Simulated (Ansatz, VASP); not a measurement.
**Al2O3 in VASP and in Ansatz**

INCAR

```
PREC = Accurate
ENCUT = 520
EDIFF = 1E-7
ISMEAR = 0
SIGMA = 0.05
LREAL = False
LASPH = True
NELM = 80
ALGO = Normal
ISIF = 2
LWAVE = False
LCHARG = False
GGA = PE
IVDW = 12
NBANDS = 20
```

KPOINTS

```
regular mesh
0
Gamma
  12 12 4
```

File POSCAR:

```
Al2O3
1.0
    2.8843249483      0.0000000000      0.0000000000
   -1.4421624742      2.4978986780      0.0000000000
    0.0000000000      0.0000000000      9.4768057769
Al O
2 3
Direct
    0.0000000000      0.0000000000      0.1499923300
    0.0000000000      0.0000000000      0.8500076700
    0.3333333333      0.6666666667      0.2223169200
    0.6666666667      0.3333333333      0.0000000000
    0.3333333333      0.6666666667      0.7776830800
```

Input for Ansatz:

```yaml
crystal:
  lattice:
    - [2.8843249483, 0.0, 0.0]
    - [-1.4421624742, 2.497898678, 0.0]
    - [0.0, 0.0, 9.4768057769]
  atoms:
    - { symbol: Al, position: [0.0, 0.0, 0.14999233] }
    - { symbol: Al, position: [0.0, 0.0, 0.85000767] }
    - { symbol: O, position: [0.3333333333, 0.6666666667, 0.22231692] }
    - { symbol: O, position: [0.6666666667, 0.3333333333, 0.0] }
    - { symbol: O, position: [0.3333333333, 0.6666666667, 0.77768308] }
basis:
  ecutwfc: 420
kpoints:
  mp_grid: { grid: [12, 12, 4] }
hamiltonian:
  xc: pbe
  dispersion: d3bj
scf:
  occupations: { method: gaussian, width: 0.05 }
output:
  forces: true
  stress: true
  eigenvalues: true
```

Change from the starting cell: strain +0.000 along x and y, +0.015 along z, atoms carried along.

Alike in both runs: task single point; functional PBE; dispersion D3(BJ); k mesh 12 × 12 × 4; occupations gaussian, width 0.05 eV; no spin polarisation.

```csv
,VASP,Ansatz
version,VASP 6.6.1,Ansatz 0.2.0
potentials or method,"VASP PAW PBE potentials, release 64 (Al, O), cutoff 520 eV","scalar-relativistic, plane waves, PAW"
valence electrons in the cell,24,24
```

|  | VASP | Ansatz | Ansatz less VASP |
| --- | --- | --- | --- |
| gap on the k mesh at the Fermi level (eV) | 4.78 | 4.80 | +0.020 |
| least direct gap on the mesh (eV) | 5.01 | 5.02 | +0.017 |
| pressure (GPa) | -3.0 | -3.1 | -0.01 |
| traceless stress, the component that is largest in VASP (GPa) | -1.35 | -1.14 | +0.202 |
| rms of the force components (eV/Å) | 0.116 | 0.120 | +0.0035 |

Atom by atom the forces differ by 0.018 eV/Å (rms over components).
